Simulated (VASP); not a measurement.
Input of a VASP 6.6.1 run:

Contents of INCAR:

```
  ALGO = Normal
  EDIFF = 1E-6
  ENCUT = 520
  GGA = PE
  ISIF = 2
  ISMEAR = -1
  LASPH = True
  LCHARG = False
  LREAL = False
  LWAVE = False
  NBANDS = 16
  NELM = 60
  PREC = Accurate
  SIGMA = 0.05
```

The input KPOINTS:

```
k-points
0
Gamma
  12 12 6
```

Contents of POSCAR:

```
BN
1.0
    2.1960227124      0.0000000000      0.0000000000
   -1.0980113562      1.9018114562      0.0000000000
    0.0000000000      0.0000000000      3.6587326836
B N
2 2
Direct
    0.3333333333      0.6666666667      0.0023790181
    0.6666666667      0.3333333333      0.5023790181
    0.3333333333      0.6666666667      0.3736209819
    0.6666666667      0.3333333333      0.8736209819
```

Potentials or basis: VASP PAW PBE potentials, release 64 (B, N).

Run with:

```bash
$ cat potpaw_PBE.64/B/POTCAR potpaw_PBE.64/N/POTCAR > POTCAR
$ mpirun -np 1 vasp_std > vasp.out
```

Problem. Estimate the band gap on the k mesh.

Solution. 3.62 eV, indirect (least direct gap 10.06 eV).

Problem. Estimate the pressure.

Solution. 371.3 GPa.

Problem. What does it give for the largest force?

Solution. 0.004 eV/Å.

Forces on the atoms (eV/Å):
```
B    0.000  0.000  0.004
B    0.000  0.000  0.004
N    0.000  0.000 -0.004
N    0.000  0.000 -0.004
```

 A k mesh can miss the band edges.
